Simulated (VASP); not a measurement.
# Ga4SeS (P4/mmm) in VASP: further runs

Runs on Ga4SeS. Level: PBE. Tasks: single point, relaxation of cell and atoms.

All numbers are computed with VASP 6.6.1; they aren't measurements. Logs are shortened: lines on timing, memory, paths and dates and some standing lists are left out, and cuts for length are marked.

## (1) The cell of the first run

The structure is tetragonal, space group P4/mmm (No. 123). Conventional cell: a = 4.387 Å, b = 4.387 Å, c = 7.783 Å, α = 90.00°, β = 90.00°, γ = 90.00°. Ga (site symmetry 4mm) has 1 Se at 1.87 Å and 1 S at 2.02 Å within 2.5 Å. Within 2.9 Å of Ga (site symmetry mmm) lie 2 Se at 2.19 Å and 4 Ga at 2.88 Å. Se (site symmetry 4/mmm) has 6 Ga at 1.87 to 2.19 Å within 2.5 Å. Within 2.7 Å of S (site symmetry 4/mmm) lie 2 Ga at 2.02 Å.

## (2) Single point, PBE

INCAR reads:

```
PREC = Accurate
ENCUT = 520
EDIFF = 1E-6
ISMEAR = 0
SIGMA = 0.1
LREAL = False
LASPH = True
NELM = 80
ALGO = Normal
ISIF = 2
LWAVE = False
LCHARG = False
GGA = PE
NBANDS = 41
```

KPOINTS reads:

```
Automatic mesh
0
Gamma
  4 4 2
```

POSCAR reads:

```
Ga4SeS
1.0
    4.3870661000      0.0000000000      0.0000000000
    0.0000000000      4.3870661000      0.0000000000
    0.0000000000      0.0000000000      7.7826974000
Ga Se S
4 1 1
Direct
    0.5000000000      0.5000000000      0.7406146400
    0.5000000000      0.5000000000      0.2593853600
    0.5000000000      0.0000000000      0.5000000000
    0.0000000000      0.5000000000      0.5000000000
    0.5000000000      0.5000000000      0.5000000000
    0.5000000000      0.5000000000      0.0000000000
```

Potentials or basis: VASP PAW PBE potentials, release 64 (Ga_d, Se, S).

Started as:

```console
$ cat potpaw_PBE.64/Ga_d/POTCAR potpaw_PBE.64/Se/POTCAR potpaw_PBE.64/S/POTCAR > POTCAR
$ mpirun -np 1 vasp_std > vasp.out
```

OUTCAR:

```text
PREC = Accurate
   ENCUT = 520
   EDIFF = 1E-6
   ISMEAR = 0
   LREAL = False
   LASPH = True
   NELM = 80
   ISIF = 2
   GGA = PE

 ion  position               nearest neighbor table
   1  0.500  0.500  0.741-   5 1.87   6 2.02   3 2.88   4 2.88   3 2.88   4 2.88
   2  0.500  0.500  0.259-   5 1.87   6 2.02   3 2.88   4 2.88   3 2.88   4 2.88
   3  0.500  0.000  0.500-   5 2.19   5 2.19   1 2.88   1 2.88   2 2.88   2 2.88
   4  0.000  0.500  0.500-   5 2.19   5 2.19   1 2.88   1 2.88   2 2.88   2 2.88
   5  0.500  0.500  0.500-   1 1.87   2 1.87   3 2.19   4 2.19   3 2.19   4 2.19
   6  0.500  0.500  0.000-   1 2.02   2 2.02

  LATTYP: Found a simple tetragonal cell.
 ALAT       =     4.3870661000
 C/A-ratio  =     1.7740096052

  Lattice vectors:

 A1 = (   4.3870661000,   0.0000000000,   0.0000000000)
 A2 = (   0.0000000000,   4.3870661000,   0.0000000000)
 A3 = (   0.0000000000,   0.0000000000,   7.7826974000)

Analysis of symmetry for initial positions (statically):
=====================================================================
 Subroutine PRICEL returns:
 Original cell was already a primitive cell.

 Routine SETGRP: Setting up the symmetry group for a
 simple tetragonal supercell.

 Subroutine GETGRP returns: Found 16 space group operations
 (whereof 16 operations were pure point group operations)
 out of a pool of 16 trial point group operations.

The static configuration has the point symmetry D_4h.

Analysis of symmetry for dynamics (positions and initial velocities):
=====================================================================
 Subroutine PRICEL returns:
 Original cell was already a primitive cell.

 Routine SETGRP: Setting up the symmetry group for a
 simple tetragonal supercell.

 Subroutine GETGRP returns: Found 16 space group operations
 (whereof 16 operations were pure point group operations)
 out of a pool of 16 trial point group operations.

The dynamic configuration has the point symmetry D_4h.

 Subroutine INISYM returns: Found 16 space group operations
 (whereof 16 operations are pure point group operations),
 and found     1 'primitive' translations

----------------------------------------------------------------------------------------

                                     Primitive cell

  volume of cell :     149.7885

  direct lattice vectors                    reciprocal lattice vectors
     4.387066100  0.000000000  0.000000000     0.227942770  0.000000000  0.000000000
     0.000000000  4.387066100  0.000000000     0.000000000  0.227942770  0.000000000
     0.000000000  0.000000000  7.782697400     0.000000000  0.000000000  0.128490156

  length of vectors
     4.387066100  4.387066100  7.782697400     0.227942770  0.227942770  0.128490156

  position of ions in fractional coordinates (direct lattice)
     0.500000000  0.500000000  0.740614640
     0.500000000  0.500000000  0.259385360
     0.500000000  0.000000000  0.500000000
     0.000000000  0.500000000  0.500000000
     0.500000000  0.500000000  0.500000000
     0.500000000  0.500000000  0.000000000

  ion indices of the primitive-cell ions
   primitive index   ion index
                 1           1
                 2           2
                 3           3
                 4           4
                 5           5
                 6           6

----------------------------------------------------------------------------------------

 KPOINTS: Automatic mesh

Automatic generation of k-mesh.
 Grid dimensions read from file:
 generate k-points for:    4    4    2

 Generating k-lattice:

  Cartesian coordinates                     Fractional coordinates (reciprocal lattice)
     0.056985693  0.000000000  0.000000000     0.250000000  0.000000000  0.000000000
     0.000000000  0.056985693  0.000000000     0.000000000  0.250000000  0.000000000
     0.000000000  0.000000000  0.064245078     0.000000000  0.000000000  0.500000000

  Length of vectors
     0.056985693  0.056985693  0.064245078

  Shift w.r.t. Gamma in fractional coordinates (k-lattice)
     0.000000000  0.000000000  0.000000000

 Subroutine IBZKPT returns following result:
 ===========================================

 Found     12 irreducible k-points:

 Following reciprocal coordinates:
            Coordinates               Weight
  0.000000  0.000000  0.000000      1.000000
  0.250000  0.000000  0.000000      4.000000
  0.500000  0.000000  0.000000      2.000000
  0.250000  0.250000  0.000000      4.000000
  0.500000  0.250000  0.000000      4.000000
  0.500000  0.500000  0.000000      1.000000
  0.000000  0.000000  0.500000      1.000000
  0.250000  0.000000  0.500000      4.000000
  0.500000  0.000000  0.500000      2.000000
  0.250000  0.250000  0.500000      4.000000
  0.500000  0.250000  0.500000      4.000000
  0.500000  0.500000  0.500000      1.000000
   k-points           NKPTS =     12   k-points in BZ     NKDIM =     12   number of bands    NBANDS=     41
[... 39 lines left out ...]
  Fermi-wavevector in a.u.,A,eV,Ry     =   1.233035  2.330098 20.685954  1.520375
  Thomas-Fermi vector in A             =   2.367781
   LORBIT       =      0    0 simple, 1 ext, 2 COOP (PROOUT), +10 PAW based schemes
   GGA     = PE    functional components
   LHFCALC =     F    Hartree Fock is set to
   AEXX    =    0.0000 exact exchange contribution
   IVDW    =     0    specifies the selected vdW correction
   LEPSILON=     F    determine dielectric tensor
   LRPA    =     F    only Hartree local field effects (RPA)
 non-spin polarized calculation
 Gauss-broadening in eV      SIGMA  =   0.10
  energy-cutoff  :      520.00
  volume of cell :      149.79
 maximum number of plane-waves:      4080
 NGX is ok and might be reduce to    36
   NGX = 17   NGY = 17   NGZ = 29

 number of electron      63.9999979 magnetization

 Free energy of the ion-electron system (eV)
  ---------------------------------------------------
  ext. energy  EPLUGINS =         0.00000000
  ---------------------------------------------------
  free energy    TOTEN  =        -5.23881892 eV

  energy without entropy =       -5.22646448  energy(sigma->0) =       -5.23264170

 E-fermi :   3.0549     XC(G=0):  -8.6095

 val. band max:        3.0170453633   @ k =   0.5000   0.2500   0.5000
 cond. band min:       3.4560270901   @ k =   0.0000   0.0000   0.5000
 fundamental gap:      0.4389817269
 Fermi energy:         3.0548920889

 k-point     1 :       0.0000    0.0000    0.0000
  band No.  band energies     occupation
      1     -17.0106      2.00000
      2     -14.2935      2.00000
      3     -13.5072      2.00000
      4     -13.5072      2.00000
      5     -13.4854      2.00000
      6     -13.4266      2.00000
[... 33 lines left out ...]
     40       8.5029      0.00000
     41       9.0917      0.00000

 k-point     2 :       0.2500    0.0000    0.0000
  band No.  band energies     occupation
      1     -16.8793      2.00000
      2     -14.2986      2.00000
      3     -13.5575      2.00000
      4     -13.5102      2.00000
      5     -13.4261      2.00000
      6     -13.4187      2.00000
[... 33 lines left out ...]
     40       8.4636      0.00000
     41       9.2412      0.00000

 k-point     3 :       0.5000    0.0000    0.0000
  band No.  band energies     occupation
      1     -16.7360      2.00000
      2     -14.3036      2.00000
      3     -13.5796      2.00000
      4     -13.5133      2.00000
      5     -13.4256      2.00000
      6     -13.4105      2.00000
[... 33 lines left out ...]
     40       8.6113      0.00000
     41       8.7421      0.00000

 k-point     4 :       0.2500    0.2500    0.0000
  band No.  band energies     occupation
      1     -16.7452      2.00000
      2     -14.3037      2.00000
      3     -13.5674      2.00000
      4     -13.5443      2.00000
      5     -13.4183      2.00000
      6     -13.4181      2.00000
[... 297 lines left out ...]
     40       9.1619      0.00000
     41       9.3205      0.00000

 k-point    11 :       0.5000    0.2500    0.5000
  band No.  band energies     occupation
      1     -16.5518      2.00000
      2     -14.5618      2.00000
      3     -13.5757      2.00000
      4     -13.5421      2.00000
      5     -13.4278      2.00000
      6     -13.4205      2.00000
[... 33 lines left out ...]
     40       9.0863      0.00000
     41       9.2767      0.00000

 k-point    12 :       0.5000    0.5000    0.5000
  band No.  band energies     occupation
      1     -16.3932      2.00000
      2     -14.5650      2.00000
      3     -13.5809      2.00000
      4     -13.5809      2.00000
      5     -13.4200      2.00000
      6     -13.4200      2.00000
[... 33 lines left out ...]
     40       8.4326      0.00000
     41      10.2335      0.00000

------------------------ aborting loop because EDIFF is reached ----------------------------------------

  FORCE on cell =-STRESS in cart. coord.  units (eV):
  Direction    XX          YY          ZZ          XY          YZ          ZX
  --------------------------------------------------------------------------------------
  -------------------------------------------------------------------------------------
  Total       23.3137867     23.3137867     66.5481841      0.0000000      0.0000000      0.0000000
  in kB      249.3703988    249.3703988    711.8168938      0.0000000      0.0000000      0.0000000
  external PRESSURE =     403.5192305 kB  Pullay stress =       0.0000000 kB

 VOLUME and BASIS-vectors are now :
 -----------------------------------------------------------------------------
  energy-cutoff  :      520.00
  volume of cell :      149.79
      direct lattice vectors                 reciprocal lattice vectors
     4.387066100  0.000000000  0.000000000     0.227942770  0.000000000  0.000000000
     0.000000000  4.387066100  0.000000000     0.000000000  0.227942770  0.000000000
     0.000000000  0.000000000  7.782697400     0.000000000  0.000000000  0.128490156

 POSITION                                       TOTAL-FORCE (eV/Angst)
 -----------------------------------------------------------------------------------
      2.19353      2.19353      5.76398        -0.000000     -0.000000     11.053373
      2.19353      2.19353      2.01872         0.000000     -0.000000    -11.053373
      2.19353      0.00000      3.89135         0.000000      0.000000      0.000000
      0.00000      2.19353      3.89135         0.000000      0.000000      0.000000
      2.19353      2.19353      3.89135         0.000000      0.000000      0.000000
      2.19353      2.19353      0.00000         0.000000      0.000000      0.000000
 -----------------------------------------------------------------------------------
    total drift:                                0.000000      0.000000      0.000000

  FREE ENERGIE OF THE ION-ELECTRON SYSTEM (eV)
  ---------------------------------------------------
  free  energy   TOTEN  =        -5.2388189186 eV

  energy  without entropy=       -5.2264644817  energy(sigma->0) =       -5.23264170
```

Run time: 1.7 min. Hardware: 1 thread of Intel Xeon Platinum 8259CL at 2.50GHz (Skylake/Cascade Lake), shared host; peak memory 0.29 GiB.

Results:

| Quantity | Value |
| --- | --- |
| Free energy | -5.2388 eV |
| Pressure | 40.4 GPa |
| Largest force | 11.053 eV/Å |
| Band gap on the k mesh | zero (band 32 reaches 4.38 eV, above the bottom of band 33 at 1.93 eV) |

Forces on the atoms (eV/Å):
```
Ga    0.000   0.000  11.053
Ga    0.000   0.000 -11.053
Ga    0.000   0.000   0.000
Ga    0.000   0.000   0.000
Se    0.000   0.000   0.000
S     0.000   0.000   0.000
```

Stress tensor (GPa, compression positive):
```
24.94  0.00  0.00
 0.00 24.94  0.00
 0.00  0.00 71.18
```

Caveat: the k points lie up to 0.40 Å⁻¹ apart; forces of over 1 eV/Å act on the atoms, so gaps and moduli don't describe the material at rest.

## (3) Single point, PBE

This run uses another cell than the first one, of 46.18 Å³/atom, 1.850 times its volume.

INCAR reads:

```
SYSTEM = Ga4SeS
  ALGO = Normal
  EDIFF = 1E-6
  ENCUT = 520
  GGA = PE
  ISIF = 2
  ISMEAR = 0
  LASPH = .TRUE.
  LCHARG = .FALSE.
  LREAL = .FALSE.
  LWAVE = .FALSE.
  NBANDS = 41
  NELM = 100
  PREC = Accurate
  SIGMA = 0.1
```

KPOINTS reads:

```
k-points
0
G
  4 4 2
  0 0 0
```

POSCAR reads:

```
Ga4SeS
1.0
    5.1921153276      0.0000000000      0.0000000000
    0.0000000000      5.1921153276      0.0000000000
    0.0000000000      0.0000000000     10.2783720166
Ga Se S
4 1 1
Direct
    0.5000000000      0.5000000000      0.7788002067
    0.5000000000      0.5000000000      0.2211997933
    0.5000000000      0.0000000000      0.5000000000
    0.0000000000      0.5000000000      0.5000000000
    0.5000000000      0.5000000000      0.5000000000
    0.5000000000      0.5000000000      0.0000000000
```

Potentials or basis: VASP PAW PBE potentials, release 64 (Ga_d, Se, S).

Started as:

```console
$ cat potpaw_PBE.64/Ga_d/POTCAR potpaw_PBE.64/Se/POTCAR potpaw_PBE.64/S/POTCAR > POTCAR
$ mpirun -np 1 vasp_std > vasp.out
```

It took 3.3 min on 1 thread of Intel Xeon Platinum 8259CL at 2.50GHz (Skylake/Cascade Lake), shared host; peak memory 0.41 GiB.

Results (log left out):

- Free energy: -16.4604 eV
- Pressure: 0.0 GPa
- Largest force: 0.032 eV/Å
- Band gap on the k mesh: zero (band 32 reaches 0.44 eV, above the bottom of band 33 at -0.03 eV)

Forces on the atoms (eV/Å):
```
Ga   0.000  0.000  0.032
Ga   0.000  0.000 -0.032
Ga   0.000  0.000  0.000
Ga   0.000  0.000  0.000
Se   0.000  0.000  0.000
S    0.000  0.000  0.000
```

Levels at points of the mesh, in eV from the Fermi level:
| k point | band 29 | band 30 | band 31 | band 32 | band 33 | band 34 | band 35 | band 36 |
| --- | --- | --- | --- | --- | --- | --- | --- | --- |
| (0.00, 0.00, 0.00) | -4.11 | -1.91 | -1.91 | 0.35 | 1.55 | 1.55 | 1.57 | 2.17 |
| (0.50, 0.00, 0.00) | -2.25 | -1.88 | -0.63 | 0.26 | 0.52 | 1.10 | 1.35 | 1.72 |
| (0.50, 0.50, 0.00) | -2.19 | -1.35 | -0.37 | -0.37 | 0.46 | 0.46 | 0.65 | 2.21 |
| (0.00, 0.00, 0.50) | -1.92 | -1.92 | -1.91 | -1.72 | 1.42 | 1.96 | 1.96 | 2.16 |
| (0.50, 0.00, 0.50) | -1.89 | -1.78 | -1.63 | -0.22 | 0.21 | 0.96 | 1.10 | 1.47 |
| (0.50, 0.50, 0.50) | -1.66 | -1.56 | -1.35 | 0.02 | 0.02 | 0.43 | 0.43 | 1.20 |

## (4) Relaxation of cell and atoms, PBE

INCAR reads:

```
ALGO = Normal
EDIFF = 1E-6
EDIFFG = -0.04
ENCUT = 600
GGA = PE
IBRION = 2
ISIF = 3
ISMEAR = 0
LASPH = T
LCHARG = F
LREAL = F
LWAVE = F
NELM = 100
NSW = 90
PREC = Accurate
SIGMA = 0.1
```

KPOINTS reads:

```
k-points
0
Gamma
  4 4 2
```

POSCAR reads:

```
Ga4SeS
1.0
    4.3870661000      0.0000000000      0.0000000000
    0.0000000000      4.3870661000      0.0000000000
    0.0000000000      0.0000000000      7.7826974000
Ga Se S
4 1 1
Direct
    0.5000000000      0.5000000000      0.7406146400
    0.5000000000      0.5000000000      0.2593853600
    0.5000000000      0.0000000000      0.5000000000
    0.0000000000      0.5000000000      0.5000000000
    0.5000000000      0.5000000000      0.5000000000
    0.5000000000      0.5000000000      0.0000000000
```

Started as:

```console
$ cat potpaw_PBE.64/Ga_d/POTCAR potpaw_PBE.64/Se/POTCAR potpaw_PBE.64/S/POTCAR > POTCAR
$ mpirun -np 1 vasp_std > vasp.out
```

It took 17 min on 1 thread of Intel Xeon Platinum 8259CL at 2.50GHz (Skylake/Cascade Lake), shared host; peak memory 0.32 GiB.

It converged, with:

| Property | Result |
| --- | --- |
| Free energy | -17.0586 eV |
| Relaxed volume | 55.85 Å³/atom |
| Relaxed cell | a = 5.188 Å, b = 5.188 Å, c = 12.453 Å, α = 90.00°, β = 90.00°, γ = 90.00° |
| Space group after relaxing (to 0.05 Å) | P4/mmm (No. 123) |
| Energy gained by relaxing | 1969.9 meV/atom |
| Ionic steps | 11 |
| Pressure after relaxing | 0.0 GPa |
| Largest force after relaxing | 0.011 eV/Å |
| Band gap on the k mesh | zero (band 32 reaches 0.24 eV, above the bottom of band 33 at -0.39 eV) |

Forces in eV/Å, atoms in the order of the input:
```
Ga   0.000  0.000  0.011
Ga   0.000  0.000 -0.011
Ga   0.000  0.000  0.000
Ga   0.000  0.000  0.000
Se   0.000  0.000  0.000
S    0.000  0.000  0.000
```

Stress tensor (GPa, compression positive):
```
-0.08  0.00  0.00
 0.00 -0.08  0.00
 0.00  0.00  0.04
```

The path:
```csv
step,energy change (eV),largest force (eV/Å),pressure (GPa),volume (Å³)
1,0.0000,11.0542,40.35,149.79
2,-11.7429,0.3417,0.12,324.20
3,-11.7551,0.3695,-0.05,328.27
4,-11.7700,0.2852,0.16,324.03
5,-11.7749,0.1976,0.40,319.67
6,-11.7911,0.2943,0.19,323.54
7,-11.7988,0.3906,-0.01,327.58
8,-11.8112,0.2314,0.02,329.93
9,-11.8179,0.0225,0.03,332.87
10,-11.8181,0.0153,0.05,333.40
11,-11.8194,0.0107,-0.04,335.13
```

Final structure:
```
CELL_PARAMETERS angstrom
5.18756 0.00000 0.00000
0.00000 5.18756 0.00000
0.00000 0.00000 12.45326
ATOMIC_POSITIONS crystal
Ga 0.50000 0.50000 0.81855
Ga 0.50000 0.50000 0.18145
Ga 0.50000 0.00000 0.50000
Ga 0.00000 0.50000 0.50000
Se 0.50000 0.50000 0.50000
S 0.50000 0.50000 0.00000
```

Levels at points of the mesh, in eV from the Fermi level:
| k point | band 30 | band 31 | band 32 | band 33 | band 34 | band 35 |
| --- | --- | --- | --- | --- | --- | --- |
| (0.00, 0.00, 0.00) | -1.97 | -1.97 | -1.35 | 1.80 | 1.85 | 1.85 |
| (0.50, 0.00, 0.00) | -1.94 | -1.22 | 0.02 | 0.50 | 1.10 | 1.29 |
| (0.50, 0.50, 0.00) | -1.40 | -1.11 | 0.35 | 0.35 | 0.72 | 0.72 |
| (0.00, 0.00, 0.50) | -1.97 | -1.97 | -1.76 | 1.68 | 1.88 | 1.88 |
| (0.50, 0.00, 0.50) | -1.94 | -1.62 | 0.27 | 0.40 | 0.80 | 1.10 |
| (0.50, 0.50, 0.50) | -1.51 | -1.40 | 0.60 | 0.60 | 0.67 | 0.67 |

Caveat: the k points lie up to 0.30 Å⁻¹ apart in the final cell; the volume moved by over 15 % at a fixed basis, so the end points are rough.

## (5) Overview

```csv
task,cell,cutoff (eV),gap on the mesh (eV),pressure (GPa),largest force (eV/Å)
single point,"a = 4.387, b = 4.387, c = 7.783 Å, 6 atoms",520,none,40.4,11.05
single point,"a = 5.192, b = 5.192, c = 10.278 Å, 6 atoms",520,none,0.0,0.03
relaxation of cell and atoms,"relaxed from a = 4.387, b = 4.387, c = 7.783 Å, 6 atoms",600,none,0.0,0.01
```

Alike in all rows: level PBE; potentials or basis VASP PAW PBE potentials, release 64 (Ga_d, Se, S); no spin polarisation; k mesh 4 × 4 × 2; smearing gaussian 0.1 eV.

Caveats: some runs use coarse meshes; forces of over 1 eV/Å act on the atoms, so gaps and moduli don't describe the material at rest (some runs); the volume moved by over 15 % at a fixed basis, so the end points are rough (some runs).

Absolute energies hang on the potentials; compare differences alone.
